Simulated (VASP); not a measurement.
# FeSi (P2_13) in VASP: relaxation of cell and atoms with r2SCAN

Aim: the relaxation of cell and atoms of FeSi with r2SCAN.

Program: VASP 6.6.1. These are calculated values, not measurements. Logs are shortened: lines on timing, memory, paths and dates and some standing lists are left out, and cuts for length are marked.

### Step 1. The cell of the first run

The structure is cubic, space group P2_13 (No. 198). Conventional cell: a = 4.192 Å, b = 4.192 Å, c = 4.192 Å, α = 90.00°, β = 90.00°, γ = 90.00°. Fe (site symmetry 3) has 7 Si at 2.16 to 2.32 Å and 6 Fe at 2.57 Å within 2.9 Å. Si (site symmetry 3) has 7 Fe at 2.16 to 2.32 Å and 6 Si at 2.59 Å within 2.9 Å.

### Step 2. Relaxation of cell and atoms, r2SCAN, target pressure 50.7 GPa, at which the enthalpy is minimised

Input file POSCAR:

```
FeSi
1.0
    4.1916804006      0.0000000000      0.0000000000
    0.0000000000      4.1916804006      0.0000000000
    0.0000000000      0.0000000000      4.1916804006
Fe Si
4 4
Direct
    0.1411917610      0.1411917610      0.1411917610
    0.3588082390      0.8588082390      0.6411917610
    0.6411917610      0.3588082390      0.8588082390
    0.8588082390      0.6411917610      0.3588082390
    0.8432660100      0.8432660100      0.8432660100
    0.6567339900      0.1567339900      0.3432660100
    0.3432660100      0.6567339900      0.1567339900
    0.1567339900      0.3432660100      0.6567339900
```

Input file INCAR.step1:

```
SYSTEM = FeSi
PREC = Accurate ; ENCUT = 600
ISMEAR = 0 ; SIGMA = 0.1
LREAL = .False. ; LASPH = .True.
NELM = 60 ; GGA = PE
ALGO = Normal ; EDIFF = 1E-4
LWAVE = .True. ; LCHARG = .False.
```

Input file INCAR.step2:

```
SYSTEM = FeSi
PREC = Accurate ; ENCUT = 600
EDIFF = 1E-6 ; ISMEAR = 0
SIGMA = 0.1 ; LREAL = .False.
LASPH = .True. ; NELM = 60
ALGO = Normal ; ISIF = 3
LWAVE = .False. ; LCHARG = .False.
METAGGA = R2SCAN ; LMIXTAU = .True.
IBRION = 2 ; NSW = 80
EDIFFG = -0.05 ; PSTRESS = 507.0
ISTART = 1
```

Input file KPOINTS:

```
Automatic mesh
0
Gamma
  6 6 6
  0 0 0
```

Potentials or basis: VASP PAW PBE potentials, release 64 (Fe, Si).

Command:

```sh
> cat potpaw_PBE.64/Fe/POTCAR potpaw_PBE.64/Si/POTCAR > POTCAR
> cp INCAR.step1 INCAR
> mpirun -np 1 vasp_std > vasp.out
> cp INCAR.step2 INCAR
> mpirun -np 1 vasp_std > vasp.out
```

OUTCAR:

```text
SYSTEM = FeSi
   PREC = Accurate
   ENCUT = 600
   EDIFF = 1E-6
   ISMEAR = 0
   LREAL = .False.
   LASPH = .True.
   NELM = 60
   ISIF = 3
   METAGGA = R2SCAN
   IBRION = 2
   NSW = 80
   EDIFFG = -0.05
   PSTRESS = 507.0
   ISTART = 1

 ion  position               nearest neighbor table
   1  0.141  0.141  0.141-   5 2.16   6 2.20   7 2.20   8 2.20   7 2.32   8 2.32   6 2.32   2 2.57
                             2 2.57   4 2.57   3 2.57   4 2.57   3 2.57
   2  0.359  0.859  0.641-   6 2.16   5 2.20   7 2.20   8 2.20   7 2.32   8 2.32   5 2.32   1 2.57
                             1 2.57   3 2.57   4 2.57   4 2.57   3 2.57
   3  0.641  0.359  0.859-   7 2.16   6 2.20   5 2.20   8 2.20   8 2.32   6 2.32   5 2.32   4 2.57
                             4 2.57   1 2.57   2 2.57   2 2.57   1 2.57
   4  0.859  0.641  0.359-   8 2.16   6 2.20   7 2.20   5 2.20   6 2.32   5 2.32   7 2.32   3 2.57
                             3 2.57   1 2.57   1 2.57   2 2.57   2 2.57
   5  0.843  0.843  0.843-   1 2.16   2 2.20   3 2.20   4 2.20   3 2.32   4 2.32   2 2.32   6 2.59
                             7 2.59   8 2.59   6 2.59   8 2.59   7 2.59
   6  0.657  0.157  0.343-   2 2.16   1 2.20   3 2.20   4 2.20   3 2.32   4 2.32   1 2.32   8 2.59
                             5 2.59   5 2.59   7 2.59   7 2.59   8 2.59
   7  0.343  0.657  0.157-   3 2.16   2 2.20   1 2.20   4 2.20   4 2.32   2 2.32   1 2.32   8 2.59
                             5 2.59   8 2.59   6 2.59   6 2.59   5 2.59
   8  0.157  0.343  0.657-   4 2.16   2 2.20   3 2.20   1 2.20   2 2.32   1 2.32   3 2.32   7 2.59
                             5 2.59   7 2.59   5 2.59   6 2.59   6 2.59

  LATTYP: Found a simple cubic cell.
 ALAT       =     4.1916804006

  Lattice vectors:

 A1 = (   4.1916804006,   0.0000000000,   0.0000000000)
 A2 = (   0.0000000000,   4.1916804006,   0.0000000000)
 A3 = (   0.0000000000,   0.0000000000,   4.1916804006)

Analysis of symmetry for initial positions (statically):
=====================================================================
 Subroutine PRICEL returns:
 Original cell was already a primitive cell.

 Routine SETGRP: Setting up the symmetry group for a
 simple cubic supercell.

 Subroutine GETGRP returns: Found 12 space group operations
 (whereof  3 operations were pure point group operations)
 out of a pool of 48 trial point group operations.

The static configuration has the point symmetry C_3 .
 The point group associated with its full space group is T   .

Analysis of symmetry for dynamics (positions and initial velocities):
=====================================================================
 Subroutine PRICEL returns:
 Original cell was already a primitive cell.

 Routine SETGRP: Setting up the symmetry group for a
 simple cubic supercell.

 Subroutine GETGRP returns: Found 12 space group operations
 (whereof  3 operations were pure point group operations)
[... 107 lines left out ...]
   ICHARG =      0    charge: 1-file 2-atom 10-const
   ISPIN  =      1    spin polarized calculation?
   LNONCOLLINEAR =      F non collinear calculations
   LSORBIT =      F    spin-orbit coupling
   LASPH  =      T    aspherical Exc in radial PAW
   ENCUT  =  600.0 eV  44.10 Ry    6.64 a.u.   8.37  8.37  8.37*2*pi/ulx,y,z
   NELM   =     60;   NELMIN=  2; NELMDL=  0     # of ELM steps
   EDIFF  = 0.1E-05   stopping-criterion for ELM
   LREAL  =      F    real-space projection
   EDIFFG = -.5E-01   stopping-criterion for IOM
   NSW    =     80    number of steps for IOM
   IBRION =      2    ionic relax: 0-MD 1-quasi-New 2-CG
   NFREE  =      1    steps in history (QN), initial steepest desc. (CG)
   ISIF   =      3    stress and relaxation
   ISYM   =      2    0-nonsym 1-usesym 2-fastsym
   POTIM  = 0.5000    time-step for ionic-motion
   TEBEG  =    0.0;   TEEND  =   0.0 temperature during run
   PSTRESS=  507.0 pullay stress
   NELECT =      48.0000    total number of electrons
   NUPDOWN=      -1.0000    fix difference up-down
   EMIN   =  10.00;   EMAX   =-10.00  energy-range for DOS
   EFERMI =   0.00;   METHOD = LEGACY
   ISMEAR =     0;   SIGMA  =   0.10  broadening in eV -4-tet -1-fermi 0-gaus
   EFERMI_NEDOS =   21; number of points for ismear=-14 and -15
   IALGO  =     38    algorithm
   IMIX   =      4    mixing-type and parameters
     AMIX     =   0.40;   BMIX     =  1.00
     AMIX_MAG =   1.60;   BMIX_MAG =  1.00
  volume/ion in A,a.u.               =       9.21        62.13
  Fermi-wavevector in a.u.,A,eV,Ry     =   1.419386  2.682250 27.411054  2.014656
  Thomas-Fermi vector in A             =   2.540412
   LORBIT       =      0    0 simple, 1 ext, 2 COOP (PROOUT), +10 PAW based schemes
   METAGGA = R2SCAN    functional components
   LHFCALC =     F    Hartree Fock is set to
   AEXX    =    0.0000 exact exchange contribution
   IVDW    =     0    specifies the selected vdW correction
   LEPSILON=     F    determine dielectric tensor
   LRPA    =     F    only Hartree local field effects (RPA)
 conjugate gradient relaxation of ions
 non-spin polarized calculation
 Gauss-broadening in eV      SIGMA  =   0.10
  energy-cutoff  :      600.00
  volume of cell :       73.65
 maximum number of plane-waves:      2517
 NGX is ok and might be reduce to    36
   NGX = 17   NGY = 17   NGZ = 17

--------------------------------------- Ionic step        1  -------------------------------------------

 number of electron      48.0000011 magnetization

 Free energy of the ion-electron system (eV)
  ---------------------------------------------------
  ext. energy  EPLUGINS =         0.00000000
  ---------------------------------------------------
  free energy    TOTEN  =       -93.10554322 eV

  energy without entropy =      -93.10455624  energy(sigma->0) =      -93.10504973

------------------------ aborting loop because EDIFF is reached ----------------------------------------

  FORCE on cell =-STRESS in cart. coord.  units (eV):
  Direction    XX          YY          ZZ          XY          YZ          ZX
  --------------------------------------------------------------------------------------
  -------------------------------------------------------------------------------------
  Total       23.7985759     23.7985759     23.7985759      0.0000000      0.0000000      0.0000000
  in kB      517.7225319    517.7225319    517.7225319      0.0000000      0.0000000      0.0000000
  external PRESSURE =      10.7225319 kB  Pullay stress =     507.0000000 kB
[... 75 lines left out ...]
--------------------------------------- Ionic step        3  -------------------------------------------

 number of electron      48.0000012 magnetization

 Free energy of the ion-electron system (eV)
  ---------------------------------------------------
  ext. energy  EPLUGINS =         0.00000000
  ---------------------------------------------------
  free energy    TOTEN  =       -93.15956493 eV

  energy without entropy =      -93.15855770  energy(sigma->0) =      -93.15906132

 E-fermi :  12.2020     XC(G=0): -14.8181

 val. band max:       12.0641854878   @ k =   0.3333   0.0000   0.0000
 cond. band min:      12.3738907573   @ k =  -0.1667   0.3333   0.0000
 fundamental gap:      0.3097052696
 Fermi energy:        12.2020498288

 k-point     1 :       0.0000    0.0000    0.0000
  band No.  band energies     occupation
      1      -3.4083      2.00000
      2       2.8609      2.00000
      3       2.8609      2.00000
      4       2.8609      2.00000
      5       5.9098      2.00000
      6       5.9098      2.00000
[... 796 lines left out ...]
  energy  without entropy=      -93.1585577037  energy(sigma->0) =      -93.15906132

  enthalpy is  TOTEN    =       -69.8004783327 eV   P V=       23.3590865958

 reached required accuracy - stopping structural energy minimisation
```

OUTCAR.step1:

```text
SYSTEM = FeSi
   PREC = Accurate
   ENCUT = 600
   ISMEAR = 0
   LREAL = .False.
   LASPH = .True.
   NELM = 60
[... 1019 lines left out ...]
      2.75282      0.65698      1.43886        -0.009632     -0.009632      0.009632
      1.43886      2.75282      0.65698         0.009632     -0.009632     -0.009632
      0.65698      1.43886      2.75282        -0.009632      0.009632     -0.009632
 -----------------------------------------------------------------------------------
    total drift:                                0.000000      0.000000     -0.000000

  FREE ENERGIE OF THE ION-ELECTRON SYSTEM (eV)
  ---------------------------------------------------
  free  energy   TOTEN  =       -56.5276677055 eV

  energy  without entropy=      -56.5151272407  energy(sigma->0) =      -56.52139747
```

Wall time 9.5 min (1 thread of Oxide Virtual Turin-like, shared host); peak memory 0.22 GiB.

What came out:

```yaml
Free_energy: -93.1596 eV
Relaxed_volume: 9.23 Å³/atom
Relaxed_cell: a = 4.195 Å, b = 4.195 Å, c = 4.195 Å, α = 90.00°, β = 90.00°, γ = 90.00°
Space_group_after_relaxing_to_0.1_Å: P2_13 (No. 198)
Energy_change_on_relaxing_the_run_minimises_the_enthalpy: -6.8 meV/atom
Ionic_steps: 3
Pressure_after_relaxing: 50.7 GPa
Largest_force_after_relaxing: 0.030 eV/Å
Band_gap_on_the_k_mesh: 0.31 eV (least direct gap 0.36 eV)
```

Forces in eV/Å, atoms in the order of the input:
```
Fe   0.018  0.018  0.018
Fe  -0.018 -0.018  0.018
Fe   0.018 -0.018 -0.018
Fe  -0.018  0.018 -0.018
Si   0.001  0.001  0.001
Si  -0.001 -0.001  0.001
Si   0.001 -0.001 -0.001
Si  -0.001  0.001 -0.001
```

The path:
| step | energy change (eV) | largest force (eV/Å) | pressure (GPa) | volume (Å³) |
| --- | --- | --- | --- | --- |
| 1 | 0.0000 | 0.0566 | 51.77 | 73.65 |
| 2 | -0.2039 | 0.0425 | 47.54 | 74.31 |
| 3 | -0.0540 | 0.0305 | 50.66 | 73.82 |

Final structure:
```cif
data_structure
_symmetry_space_group_name_H-M 'P 1'
_symmetry_Int_Tables_number 1
_cell_length_a 4.1949
_cell_length_b 4.1949
_cell_length_c 4.1949
_cell_angle_alpha 90.000
_cell_angle_beta 90.000
_cell_angle_gamma 90.000
_cell_volume 73.82
loop_
_atom_site_label
_atom_site_type_symbol
_atom_site_fract_x
_atom_site_fract_y
_atom_site_fract_z
_atom_site_occupancy
Fe1 Fe 0.14129 0.14129 0.14129 1
Fe2 Fe 0.35871 0.85871 0.64129 1
Fe3 Fe 0.64129 0.35871 0.85871 1
Fe4 Fe 0.85871 0.64129 0.35871 1
Si1 Si 0.84328 0.84328 0.84328 1
Si2 Si 0.65672 0.15672 0.34328 1
Si3 Si 0.34328 0.65672 0.15672 1
Si4 Si 0.15672 0.34328 0.65672 1
```

Levels at points of the mesh, in eV from the valence-band top:
| k point | band 21 | band 22 | band 23 | band 24 | band 25 | band 26 | band 27 | band 28 |
| --- | --- | --- | --- | --- | --- | --- | --- | --- |
| (0.00, 0.00, 0.00) | -0.47 | -0.47 | -0.18 | -0.18 | 0.98 | 0.98 | 0.98 | 4.20 |
| (0.50, 0.00, 0.00) | -0.63 | -0.63 | -0.05 | -0.05 | 0.36 | 0.36 | 2.28 | 2.28 |
| (0.50, 0.50, 0.00) | -1.35 | -1.35 | -0.56 | -0.56 | 0.92 | 0.92 | 1.85 | 1.85 |
| (0.50, 0.50, 0.50) | -1.01 | -1.01 | -1.01 | -1.01 | 0.81 | 0.81 | 0.81 | 0.81 |

Caveat: the cell is relaxed towards a set pressure, so the run minimises the enthalpy, not the energy; the PAW data sets were made with another functional, which shifts forces and pressure a little; the relaxation stopped at a loose force limit of 0.05 eV/Å, so its end isn't a converged minimum. A k mesh can miss the band edges.
